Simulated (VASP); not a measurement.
A run of VASP 6.6.1 is set up as follows.

The input INCAR:

```
ALGO = Normal
EDIFF = 1E-6
ENCUT = 520
GGA = RP
ISIF = 2
ISMEAR = -1
LASPH = True
LCHARG = False
LREAL = False
LWAVE = False
NBANDS = 34
NELM = 80
PREC = Accurate
SIGMA = 0.1
```

File KPOINTS:

```
k-points
0
Gamma
  4 4 4
```

The input POSCAR:

```
Te
1.0
    6.2158002389      0.0000000000      0.0000000000
    0.0000000000      6.2158002389      0.0000000000
    0.0000000000      0.0000000000      6.2158002389
Te
8
Direct
    1.0000000000      0.0000000000      1.0000000000
    0.5000000000      0.5000000000      0.5000000000
    0.2500000000      1.0000000000      0.5000000000
    0.7500000000      0.0000000000      0.5000000000
    0.5000000000      0.2500000000      0.0000000000
    0.5000000000      0.7500000000      0.0000000000
    0.0000000000      0.5000000000      0.2500000000
    0.0000000000      0.5000000000      0.7500000000
```

Potentials or basis: VASP PAW PBE potentials, release 64 (Te).

Run with:

```console
$ cat potpaw_PBE.64/Te/POTCAR > POTCAR
$ mpirun -np 1 vasp_std > vasp.out
```

Estimate the pressure.

-0.1 GPa.

Predict the band gap on the k mesh.

zero (band 24 reaches 7.25 eV, above the bottom of band 25 at 6.40 eV).

Caveat: the PAW data sets were made with another functional, which shifts forces and pressure a little; spin-orbit coupling is left out, which moves the levels of the heavy elements.
